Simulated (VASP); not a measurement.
Crystal: SrMg3.

```
Sr Mg
1.0
     4.94253    0.00000    0.00000
     0.00000    4.94253    0.00000
     0.00000    0.00000    4.94253
Sr Mg
1 3
Direct
  0.00000 0.00000 0.00000
  0.50000 0.50000 0.00000
  0.50000 0.00000 0.50000
  0.00000 0.50000 0.50000
```

- Program: VASP 6.6.1
- Task: relaxation of cell and atoms
- Functional: BLYP
- Dispersion: D3(BJ)
- Potentials or basis: VASP PAW PBE potentials, release 64 (Sr_sv, Mg)
- Cutoff: 600 eV
- k mesh: 5 × 5 × 5
- Occupations: fermi-dirac, width 0.15 eV
- Spin: no spin polarisation

At the start: pressure -2.0 GPa; volume 30.18 Å³/atom.

Where does the relaxation end?

Over 3 steps the energy falls by 16.8 meV/atom and the volume is 27.67 Å³/atom (-8.3 %); space group Pm-3m (No. 221, to 0.1 Å) before and after.

Step by step:
| step | energy change (eV) | largest force (eV/Å) | pressure (GPa) | volume (Å³) |
| --- | --- | --- | --- | --- |
| 1 | 0.0000 | 0.0000 | -1.98 | 120.74 |
| 2 | -0.0572 | 0.0000 | -0.84 | 114.34 |
| 3 | -0.0673 | 0.0000 | -0.02 | 110.67 |

Final structure:
```cif
data_structure
_symmetry_space_group_name_H-M 'P 1'
_symmetry_Int_Tables_number 1
_cell_length_a 4.8012
_cell_length_b 4.8012
_cell_length_c 4.8012
_cell_angle_alpha 90.000
_cell_angle_beta 90.000
_cell_angle_gamma 90.000
_cell_volume 110.67
loop_
_atom_site_label
_atom_site_type_symbol
_atom_site_fract_x
_atom_site_fract_y
_atom_site_fract_z
_atom_site_occupancy
Sr1 Sr 0.00000 0.00000 0.00000 1
Mg1 Mg 0.50000 0.50000 0.00000 1
Mg2 Mg 0.50000 0.00000 0.50000 1
Mg3 Mg 0.00000 0.50000 0.50000 1
```

Caveat: the PAW data sets were made with another functional, which shifts forces and pressure a little.
